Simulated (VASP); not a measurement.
# SiC (base) (F-43m) in VASP: further runs, part 2 of 2

VASP 6.6.1. Earlier steps stand in the parts before.

## 4. Relaxation of cell and atoms, PBEsol

This run uses another cell than the first one, of 11.43 Å³/atom, 1.106 times its volume.

The input, INCAR:

```
PREC = Accurate
ENCUT = 600
EDIFF = 1E-7
ISMEAR = 0
SIGMA = 0.1
LREAL = False
LASPH = True
NELM = 120
ALGO = Normal
ISIF = 3
LWAVE = False
LCHARG = False
GGA = PS
IBRION = 2
NSW = 100
EDIFFG = -0.05
GGA_COMPAT = False
NELMIN = 4
```

The input, KPOINTS:

```
Automatic mesh
0
Gamma
  8 8 8
```

The input, POSCAR:

```
SiC
1.0
    0.0000000000      2.2526106000      2.2526106000
    2.2526106000      0.0000000000      2.2526106000
    2.2526106000      2.2526106000      0.0000000000
C Si
1 1
Direct
    0.7500000000      0.7500000000      0.7500000000
    0.5000000000      0.5000000000      0.5000000000
```

On the command line:

```sh
$ cat potpaw_PBE.64/C/POTCAR potpaw_PBE.64/Si/POTCAR > POTCAR
$ mpirun -np 1 vasp_std > vasp.out
```

Wall time 27 s (1 thread of Intel Xeon 8259CL, shared host); peak memory 0.15 GiB.

Results (log left out):

* Free energy: -15.9172 eV
* Relaxed volume: 10.36 Å³/atom
* Relaxed cell: a = 3.083 Å, b = 3.083 Å, c = 3.083 Å, α = 60.00°, β = 60.00°, γ = 60.00°
* Space group after relaxing (to 0.05 Å): F-43m (No. 216)
* Energy gained by relaxing: 66.6 meV/atom
* Ionic steps: 3
* Pressure after relaxing: -0.3 GPa
* Band gap on the k mesh: 1.23 eV, indirect (least direct gap 4.44 eV)

Step by step:
```
step  energy change (eV)  largest force (eV/Å)  pressure (GPa)  volume (Å³)
   1              0.0000                0.0000          -18.11        22.86
   2             -0.0012                0.0000           24.74        18.85
   3             -0.1331                0.0000           -0.33        20.72
```

Final structure:
```yaml
crystal:
  lattice:
    - [0.00000, 2.18010, 2.18010]
    - [2.18010, 0.00000, 2.18010]
    - [2.18010, 2.18010, 0.00000]
  atoms:
    - { symbol: C, position: [0.75000, 0.75000, 0.75000] }
    - { symbol: Si, position: [0.50000, 0.50000, 0.50000] }
```

Levels at points of the mesh, in eV from the valence-band top:
| k point | band 2 | band 3 | band 4 | band 5 | band 6 | band 7 |
| --- | --- | --- | --- | --- | --- | --- |
| (0.00, 0.00, 0.00) | 0.00 | 0.00 | 0.00 | 6.17 | 7.23 | 7.23 |
| (0.50, 0.00, 0.00) | -8.59 | -1.06 | -1.06 | 5.36 | 7.13 | 7.13 |
| (0.50, 0.50, 0.00) | -7.83 | -3.21 | -3.21 | 1.23 | 4.19 | 13.94 |

Caveat: the PAW data sets were made with another functional, which shifts forces and pressure a little.

## 5. Relaxation of cell and atoms, PBEsol

The input, INCAR:

```
SYSTEM = SiC
ALGO     = Normal         ! electronic algorithm
EDIFF    = 1E-7           ! SCF threshold, eV
EDIFFG   = -0.002         ! ionic threshold
ENCUT    = 600            ! plane-wave cutoff, eV
GGA      = PS             ! functional
GGA_COMPAT= .False.      
IBRION   = 2              ! ionic algorithm
ISIF     = 3              ! what is computed and relaxed
ISMEAR   = 0              ! smearing method
LASPH    = .True.         ! aspherical terms in the spheres
LCHARG   = .False.        ! write CHGCAR
LREAL    = .False.        ! projectors in reciprocal space
LWAVE    = .False.        ! write WAVECAR
NELM     = 120            ! most SCF steps
NELMIN   = 4            
NSW      = 100            ! ionic steps
PREC     = Accurate       ! precision mode
SIGMA    = 0.02           ! smearing width, eV
```

The input, KPOINTS:

```
k-points
0
Gamma
  10 10 10
  0 0 0
```

The input, POSCAR:

```
SiC
1.0
    0.0000000000      2.1794016770      2.1794016770
    2.1794016770      0.0000000000      2.1794016770
    2.1794016770      2.1794016770      0.0000000000
C Si
1 1
Direct
    0.7500000000      0.7500000000      0.7500000000
    0.5000000000      0.5000000000      0.5000000000
```

Potentials or basis: VASP PAW PBE potentials, release 64 (C, Si).

On the command line:

```sh
$ cat potpaw_PBE.64/C/POTCAR potpaw_PBE.64/Si/POTCAR > POTCAR
$ mpirun -np 1 vasp_std > vasp.out
```

OUTCAR:

```text
SYSTEM = SiC
   EDIFF = 1E-7
   EDIFFG = -0.002
   ENCUT = 600
   GGA = PS
   IBRION = 2
   ISIF = 3
   ISMEAR = 0
   LASPH = .True.
   LREAL = .False.
   NELM = 120
   NELMIN = 4
   NSW = 100
   PREC = Accurate

 ion  position               nearest neighbor table
   1  0.750  0.750  0.750-   2 1.89   2 1.89   2 1.89   2 1.89
   2  0.500  0.500  0.500-   1 1.89   1 1.89   1 1.89   1 1.89

  LATTYP: Found a face centered cubic cell.
 ALAT       =     4.3588033540

  Lattice vectors:

 A1 = (   0.0000000000,   2.1794016770,   2.1794016770)
 A2 = (   2.1794016770,   0.0000000000,   2.1794016770)
 A3 = (   2.1794016770,   2.1794016770,   0.0000000000)

Analysis of symmetry for initial positions (statically):
=====================================================================
 Subroutine PRICEL returns:
 Original cell was already a primitive cell.

 Routine SETGRP: Setting up the symmetry group for a
 face centered cubic supercell.

 Subroutine GETGRP returns: Found 24 space group operations
 (whereof 24 operations were pure point group operations)
 out of a pool of 48 trial point group operations.

[... 170 lines left out ...]
  --------------------------------------------------------------------------------------
  -------------------------------------------------------------------------------------
  Total       -0.0106333     -0.0106333     -0.0106333      0.0000000     -0.0000000      0.0000000
  in kB       -0.8228829     -0.8228829     -0.8228829      0.0000000     -0.0000000      0.0000000
  external PRESSURE =      -0.8228829 kB  Pullay stress =       0.0000000 kB
[... 59 lines left out ...]
--------------------------------------- Ionic step        3  -------------------------------------------

 number of electron       8.0000000 magnetization

 Free energy of the ion-electron system (eV)
  ---------------------------------------------------
  ext. energy  EPLUGINS =         0.00000000
  ---------------------------------------------------
  free energy    TOTEN  =       -15.91611856 eV

  energy without entropy =      -15.91611856  energy(sigma->0) =      -15.91611856

 E-fermi :   8.1938     XC(G=0): -11.5042

 val. band max:        8.0542581391   @ k =   0.0000   0.0000   0.0000
 cond. band min:       9.2886099857   @ k =   0.5000   0.5000   0.0000
 fundamental gap:      1.2343518467
 Fermi energy:         8.1938386694

 k-point     1 :       0.0000    0.0000    0.0000
  band No.  band energies     occupation
      1      -7.3686      2.00000
      2       8.0543      2.00000
      3       8.0543      2.00000
      4       8.0543      2.00000
      5      14.2394      0.00000
      6      15.2963      0.00000
      7      15.2963      0.00000
      8      15.2963      0.00000
[... 243 lines left out ...]
 k-point    24 :       0.4000    0.3000    0.0000
  band No.  band energies     occupation
      1      -4.2094      2.00000
      2       2.4683      2.00000
      3       4.8707      2.00000
      4       5.4083      2.00000
      5      10.8110      0.00000
      6      13.5659      0.00000
      7      19.6057      0.00000
      8      19.9157      0.00000

 [... further k-points ...]
[... 5 lines left out ...]
  --------------------------------------------------------------------------------------
  -------------------------------------------------------------------------------------
  Total        0.0008592      0.0008592      0.0008592      0.0000000      0.0000000     -0.0000000
  in kB        0.0665182      0.0665182      0.0665182      0.0000000      0.0000000     -0.0000000
  external PRESSURE =       0.0665182 kB  Pullay stress =       0.0000000 kB
[... 17 lines left out ...]
  FREE ENERGIE OF THE ION-ELECTRON SYSTEM (eV)
  ---------------------------------------------------
  free  energy   TOTEN  =       -15.9161185582 eV

  energy  without entropy=      -15.9161185582  energy(sigma->0) =      -15.91611856

 reached required accuracy - stopping structural energy minimisation
```

Run time: 32 s. Hardware: 1 thread of Intel Xeon 8259CL, shared host; peak memory 0.15 GiB.

What came out:

```yaml
Free_energy: -15.9161 eV
Relaxed_volume: 10.35 Å³/atom
Relaxed_cell: a = 3.082 Å, b = 3.082 Å, c = 3.082 Å, α = 60.00°, β = 60.00°, γ = 60.00°
Space_group_after_relaxing_to_0.05_Å: F-43m (No. 216)
Energy_gained_by_relaxing: 0.0 meV/atom
Ionic_steps: 3
Pressure_after_relaxing: 0.0 GPa
Band_gap_on_the_k_mesh: 1.23 eV, indirect (least direct gap 4.44 eV)
```

Final structure:
```xyz
2
Lattice="0.0000 2.1791 2.1791 2.1791 0.0000 2.1791 2.1791 2.1791 0.0000" Properties=species:S:1:pos:R:3 pbc="T T T"
C     3.2687    3.2687    3.2687
Si    2.1791    2.1791    2.1791
```

Levels at points of the mesh, in eV from the valence-band top:
```
           k point  band 1  band 2  band 3  band 4  band 5  band 6  band 7  band 8
(0.00, 0.00, 0.00)  -15.42    0.00    0.00    0.00    6.19    7.24    7.24    7.24
(0.50, 0.00, 0.00)  -11.82   -8.60   -1.06   -1.06    5.37    7.14    7.14    9.91
(0.50, 0.50, 0.00)  -10.36   -7.83   -3.21   -3.21    1.23    4.20   13.95   13.95
```

Caveat: the PAW data sets were made with another functional, which shifts forces and pressure a little. PBEsol gaps usually lie below the measured ones, often by a third to a half.

## 6. The runs side by side

| task | cell | k mesh | smearing | gap on the mesh (eV) | pressure (GPa) | relaxed volume (Å³/atom) |
| --- | --- | --- | --- | --- | --- | --- |
| single point | a = 3.081 Å, angles 60.0°, 2 atoms | 10 × 10 × 10 | gaussian 0.02 eV | 1.23 | 0.2 | - |
| relaxation of cell and atoms | relaxed from a = 3.186 Å, angles 60.0°, 2 atoms | 8 × 8 × 8 | gaussian 0.1 eV | 1.23 | -0.3 | 10.36 |
| relaxation of cell and atoms | relaxed from a = 3.082 Å, angles 60.0°, 2 atoms | 10 × 10 × 10 | gaussian 0.02 eV | 1.23 | 0.0 | 10.35 |

Alike in all rows: level PBEsol; potentials or basis VASP PAW PBE potentials, release 64 (C, Si); no spin polarisation; cutoff (eV) 600.

Caveats: the PAW data sets were made with another functional, which shifts forces and pressure a little.

Absolute energies hang on the potentials; compare differences alone.
